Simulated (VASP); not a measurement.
# CdS (Hawleyite) (F-43m) in VASP: further runs

The runs below take CdS (Hawleyite) through single point, with PBEsol.

Program: VASP 6.6.1. These are calculated values, not measurements. Logs are shortened: lines on timing, memory, paths and dates and some standing lists are left out, and cuts for length are marked.

## Step 1: The cell of the first run

Symmetry: F-43m, No. 216, cubic system. Conventional cell: a = 5.833 Å, b = 5.833 Å, c = 5.833 Å, α = 90.00°, β = 90.00°, γ = 90.00°. Cd (site symmetry -43m) has 4 S at 2.53 Å within 3.3 Å. S (site symmetry -43m) has 4 Cd at 2.53 Å within 3.3 Å.

## Step 2: Single point, PBEsol

INCAR

```
ALGO = Normal ; EDIFF = 1E-6
ENCUT = 520 ; GGA = PS
ISIF = 2 ; ISMEAR = 0
LASPH = T ; LCHARG = F
LREAL = F ; LWAVE = F
NBANDS = 16 ; NELM = 80
PREC = Accurate ; SIGMA = 0.01
```

KPOINTS

```
k-points
0
Gamma
  6 6 6
```

POSCAR

```
CdS
1.0
    0.0000000000      2.9165000000      2.9165000000
    2.9165000000      0.0000000000      2.9165000000
    2.9165000000      2.9165000000      0.0000000000
Cd S
1 1
Direct
    0.0000000000      0.0000000000      0.0000000000
    0.2500000000      0.2500000000      0.2500000000
```

Potentials or basis: VASP PAW PBE potentials, release 64 (Cd, S).

Started as:

```sh
$ cat potpaw_PBE.64/Cd/POTCAR potpaw_PBE.64/S/POTCAR > POTCAR
$ mpirun -np 1 vasp_std > vasp.out
```

OUTCAR:

```text
EDIFF = 1E-6
   ENCUT = 520
   GGA = PS
   ISIF = 2
   ISMEAR = 0
   LASPH = T
   LREAL = F
   NELM = 80
   PREC = Accurate

 ion  position               nearest neighbor table
   1  0.000  0.000  0.000-   2 2.53   2 2.53   2 2.53   2 2.53
   2  0.250  0.250  0.250-   1 2.53   1 2.53   1 2.53   1 2.53

  LATTYP: Found a face centered cubic cell.
 ALAT       =     5.8330000000

  Lattice vectors:

 A1 = (   0.0000000000,   2.9165000000,   2.9165000000)
 A2 = (   2.9165000000,   0.0000000000,   2.9165000000)
 A3 = (   2.9165000000,   2.9165000000,   0.0000000000)

Analysis of symmetry for initial positions (statically):
=====================================================================
 Subroutine PRICEL returns:
 Original cell was already a primitive cell.

 Routine SETGRP: Setting up the symmetry group for a
 face centered cubic supercell.

 Subroutine GETGRP returns: Found 24 space group operations
 (whereof 24 operations were pure point group operations)
 out of a pool of 48 trial point group operations.

The static configuration has the point symmetry T_d .

Analysis of symmetry for dynamics (positions and initial velocities):
=====================================================================
 Subroutine PRICEL returns:
 Original cell was already a primitive cell.

 Routine SETGRP: Setting up the symmetry group for a
 face centered cubic supercell.

 Subroutine GETGRP returns: Found 24 space group operations
 (whereof 24 operations were pure point group operations)
 out of a pool of 48 trial point group operations.

The dynamic configuration has the point symmetry T_d .

 Subroutine INISYM returns: Found 24 space group operations
 (whereof 24 operations are pure point group operations),
 and found     1 'primitive' translations

----------------------------------------------------------------------------------------

                                     Primitive cell

  volume of cell :      49.6153

  direct lattice vectors                    reciprocal lattice vectors
     0.000000000  2.916500000  2.916500000    -0.171438368  0.171438368  0.171438368
     2.916500000  0.000000000  2.916500000     0.171438368 -0.171438368  0.171438368
     2.916500000  2.916500000  0.000000000     0.171438368  0.171438368 -0.171438368

  length of vectors
     4.124553855  4.124553855  4.124553855     0.296939964  0.296939964  0.296939964

  position of ions in fractional coordinates (direct lattice)
     0.000000000  0.000000000  0.000000000
     0.250000000  0.250000000  0.250000000

[... 68 lines left out ...]
   LREAL  =      F    real-space projection
   EDIFFG = 0.1E-04   stopping-criterion for IOM
   NSW    =      0    number of steps for IOM
   IBRION =     -1    ionic relax: 0-MD 1-quasi-New 2-CG
   NFREE  =      0    steps in history (QN), initial steepest desc. (CG)
   ISIF   =      2    stress and relaxation
   ISYM   =      2    0-nonsym 1-usesym 2-fastsym
   POTIM  = 0.5000    time-step for ionic-motion
   TEBEG  =    0.0;   TEEND  =   0.0 temperature during run
   PSTRESS=    0.0 pullay stress
   NELECT =      18.0000    total number of electrons
   NUPDOWN=      -1.0000    fix difference up-down
   EMIN   =  10.00;   EMAX   =-10.00  energy-range for DOS
   EFERMI =   0.00;   METHOD = LEGACY
   ISMEAR =     0;   SIGMA  =   0.01  broadening in eV -4-tet -1-fermi 0-gaus
   EFERMI_NEDOS =   21; number of points for ismear=-14 and -15
   IALGO  =     38    algorithm
   IMIX   =      4    mixing-type and parameters
     AMIX     =   0.40;   BMIX     =  1.00
     AMIX_MAG =   1.60;   BMIX_MAG =  1.00
  volume/ion in A,a.u.               =      24.81       167.41
  Fermi-wavevector in a.u.,A,eV,Ry     =   1.167599  2.206442 18.548649  1.363287
  Thomas-Fermi vector in A             =   2.304097
   LORBIT       =      0    0 simple, 1 ext, 2 COOP (PROOUT), +10 PAW based schemes
   GGA     = PS    functional components
   LHFCALC =     F    Hartree Fock is set to
   AEXX    =    0.0000 exact exchange contribution
   IVDW    =     0    specifies the selected vdW correction
   LEPSILON=     F    determine dielectric tensor
   LRPA    =     F    only Hartree local field effects (RPA)
 non-spin polarized calculation
 Gauss-broadening in eV      SIGMA  =   0.01
  energy-cutoff  :      520.00
  volume of cell :       49.62
 maximum number of plane-waves:      1363
 NGX is ok and might be reduce to    32
   NGX = 15   NGY = 15   NGZ = 15

 number of electron      18.0000004 magnetization

 Free energy of the ion-electron system (eV)
  ---------------------------------------------------
  ext. energy  EPLUGINS =         0.00000000
  ---------------------------------------------------
  free energy    TOTEN  =        -6.81095944 eV

  energy without entropy =       -6.81095944  energy(sigma->0) =       -6.81095944

 E-fermi :   1.2630     XC(G=0):  -9.3772

 val. band max:        1.2146108839   @ k =   0.0000   0.0000   0.0000
 cond. band min:       2.2213476413   @ k =   0.0000   0.0000   0.0000
 fundamental gap:      1.0067367574
 Fermi energy:         1.2629901865

 k-point     1 :       0.0000    0.0000    0.0000
  band No.  band energies     occupation
      1     -11.1697      2.00000
      2      -6.5169      2.00000
      3      -6.5169      2.00000
      4      -6.5169      2.00000
      5      -6.0289      2.00000
      6      -6.0289      2.00000
[... 281 lines left out ...]
      3      -6.2406      2.00000
      4      -6.1096      2.00000
      5      -5.9867      2.00000
      6      -5.4374      2.00000
[... 8 lines left out ...]
     15      14.3925      0.00000
     16      14.4183      0.00000

------------------------ aborting loop because EDIFF is reached ----------------------------------------

  FORCE on cell =-STRESS in cart. coord.  units (eV):
  Direction    XX          YY          ZZ          XY          YZ          ZX
  --------------------------------------------------------------------------------------
  -------------------------------------------------------------------------------------
  Total        0.0378521      0.0378521      0.0378521      0.0000000      0.0000000      0.0000000
  in kB        1.2223188      1.2223188      1.2223188      0.0000000      0.0000000      0.0000000
  external PRESSURE =       1.2223188 kB  Pullay stress =       0.0000000 kB

 VOLUME and BASIS-vectors are now :
 -----------------------------------------------------------------------------
  energy-cutoff  :      520.00
  volume of cell :       49.62
      direct lattice vectors                 reciprocal lattice vectors
     0.000000000  2.916500000  2.916500000    -0.171438368  0.171438368  0.171438368
     2.916500000  0.000000000  2.916500000     0.171438368 -0.171438368  0.171438368
     2.916500000  2.916500000  0.000000000     0.171438368  0.171438368 -0.171438368

 POSITION                                       TOTAL-FORCE (eV/Angst)
 -----------------------------------------------------------------------------------
      0.00000      0.00000      0.00000        -0.000000     -0.000000     -0.000000
      1.45825      1.45825      1.45825         0.000000      0.000000      0.000000
 -----------------------------------------------------------------------------------
    total drift:                               -0.000000     -0.000000     -0.000000

  FREE ENERGIE OF THE ION-ELECTRON SYSTEM (eV)
  ---------------------------------------------------
  free  energy   TOTEN  =        -6.8109594406 eV

  energy  without entropy=       -6.8109594406  energy(sigma->0) =       -6.81095944
```

OSZICAR:

```text
N       E                     dE             d eps       ncg     rms          rms(c)
DAV:   1     0.110509265045E+03    0.11051E+03   -0.90135E+03   520   0.102E+03
DAV:   2    -0.292719136189E+01   -0.11344E+03   -0.10736E+03   624   0.257E+02
DAV:   3    -0.728387474389E+01   -0.43567E+01   -0.43491E+01   632   0.527E+01
DAV:   4    -0.731144060572E+01   -0.27566E-01   -0.27564E-01   632   0.407E+00
DAV:   5    -0.731181652336E+01   -0.37592E-03   -0.37592E-03   648   0.447E-01    0.779E+00
DAV:   6    -0.683354477444E+01    0.47827E+00   -0.79105E-01   776   0.122E+01    0.627E+00
DAV:   7    -0.681348460037E+01    0.20060E-01   -0.16539E-01   624   0.288E+00    0.299E+00
DAV:   8    -0.681112753017E+01    0.23571E-02   -0.17048E-02   584   0.164E+00    0.254E-01
DAV:   9    -0.681088204697E+01    0.24548E-03   -0.20784E-03   640   0.690E-01    0.522E-02
DAV:  10    -0.681091932452E+01   -0.37278E-04   -0.20000E-04   592   0.166E-01    0.583E-02
DAV:  11    -0.681096254489E+01   -0.43220E-04   -0.70757E-05   632   0.764E-02    0.208E-02
DAV:  12    -0.681095881849E+01    0.37264E-05   -0.14254E-05   656   0.471E-02    0.825E-03
DAV:  13    -0.681095944063E+01   -0.62213E-06   -0.24745E-06   592   0.907E-03
   1 F= -.68109594E+01 E0= -.68109594E+01  d E =-.535979E-14
```

stdout:

```text
POSCAR found type information on POSCAR CdS
 POSCAR found :  2 types and       2 ions
 scaLAPACK will be used
 -----------------------------------------------------------------------------
|                                                                             |
|                                                                             |
|     You enforced a specific xc type in the INCAR file but a different       |
|     I HOPE YOU KNOW WHAT YOU ARE DOING!                                     |
|                                                                             |
 -----------------------------------------------------------------------------

 LDA part: xc-table for (Slater+PW92), standard interpolation
 POSCAR, INCAR and KPOINTS ok, starting setup
 FFT: planning ... GRIDC
 FFT: planning ... GRID_SOFT
 FFT: planning ... GRID
 WAVECAR not read
 entering main loop
```

It took 19 s on 1 thread of Intel Xeon 8259CL, shared host; peak memory 0.18 GiB.

Results:

```yaml
Free_energy: -6.8110 eV
Pressure: 0.1 GPa
Band_gap_on_the_k_mesh: 1.01 eV, direct
```

Caveat: the PAW data sets were made with another functional, which shifts forces and pressure a little.

(Continued in part 2 of 2.)
